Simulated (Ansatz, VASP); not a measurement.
C in VASP and in Ansatz

File INCAR:

```
SYSTEM = C
PREC = Accurate
ENCUT = 520
EDIFF = 1E-7
ISMEAR = 0
SIGMA = 0.05
LREAL = .FALSE.
LASPH = .TRUE.
NELM = 80
ALGO = Normal
ISIF = 2
LWAVE = .FALSE.
LCHARG = .FALSE.
GGA = PE
IVDW = 12
NBANDS = 31
```

Contents of KPOINTS:

```
regular mesh
0
G
  7 11 3
  0 0 0
```

Contents of POSCAR:

```
C
1.0
    0.0000000000      1.4231463890     -3.3609366400
   -2.4649618524      0.0000000000      0.0000000000
   -0.4108269754      9.7248336583      2.2406244267
C
10
Direct
    0.2779719777      1.2555602921      0.8666382472
    0.7446386443      0.3888936255      0.0666382472
    0.8779719777      0.8555602921      0.2666382472
    0.0113053110      0.3222269588      0.4666382472
    0.1446386443      0.7888936255      0.6666382472
    0.7886946890      0.8777730412      0.1333617528
   -0.0779719777      0.3444397079      0.3333617528
    0.0553613557      0.8111063745      0.5333617528
    0.1886946890      0.2777730412      0.7333617528
    0.3220280223      0.7444397079      0.9333617528
```

Input for Ansatz:

```yaml
crystal:
  lattice:
    - [0.0, 1.423146389, -3.36093664]
    - [-2.4649618524, 0.0, 0.0]
    - [-0.4108269754, 9.7248336583, 2.2406244267]
  atoms:
    - { symbol: C, position: [0.2779719777, 1.2555602921, 0.8666382472] }
    - { symbol: C, position: [0.7446386443, 0.3888936255, 0.0666382472] }
    - { symbol: C, position: [0.8779719777, 0.8555602921, 0.2666382472] }
    - { symbol: C, position: [0.011305311, 0.3222269588, 0.4666382472] }
    - { symbol: C, position: [0.1446386443, 0.7888936255, 0.6666382472] }
    - { symbol: C, position: [0.788694689, 0.8777730412, 0.1333617528] }
    - { symbol: C, position: [-0.0779719777, 0.3444397079, 0.3333617528] }
    - { symbol: C, position: [0.0553613557, 0.8111063745, 0.5333617528] }
    - { symbol: C, position: [0.188694689, 0.2777730412, 0.7333617528] }
    - { symbol: C, position: [0.3220280223, 0.7444397079, 0.9333617528] }
basis:
  ecutwfc: 520.0
kpoints:
  mp_grid: { grid: [7, 11, 3] }
hamiltonian:
  xc: pbe
  pseudopotentials: { kind: paw, azcp: { folder: soft_1 } }
  dispersion: d3bj
scf:
  occupations: { method: gaussian, width: 0.05 }
output:
  forces: true
  stress: true
  eigenvalues: true
  write_density: true
  write_potential: true
  elf: true
  volumetric_format: npy
```

Alike in both runs: task single point; functional PBE; dispersion D3(BJ); k mesh 7 × 11 × 3; occupations gaussian, width 0.05 eV; no spin polarisation.

```csv
,VASP,Ansatz
version,VASP 6.6.1,Ansatz 0.2.0
potentials or method,"VASP PAW PBE potentials, release 64 (C), cutoff 520 eV","scalar-relativistic, plane waves, PAW"
valence electrons in the cell,40,40
```

```tsv
	VASP	Ansatz	Ansatz less VASP
gap on the k mesh at the Fermi level (eV)	none	none	-
pressure (GPa)	-1.9	-2.3	-0.43
traceless stress, the component that is largest in VASP (GPa)	-9.21	-9.20	+0.013
rms of the force components (eV/Å)	0.835	0.836	+0.0008
```

Atom by atom the forces differ by 0.012 eV/Å (rms over components). A gap of «none» marks a metal or a gap that the smearing closes.
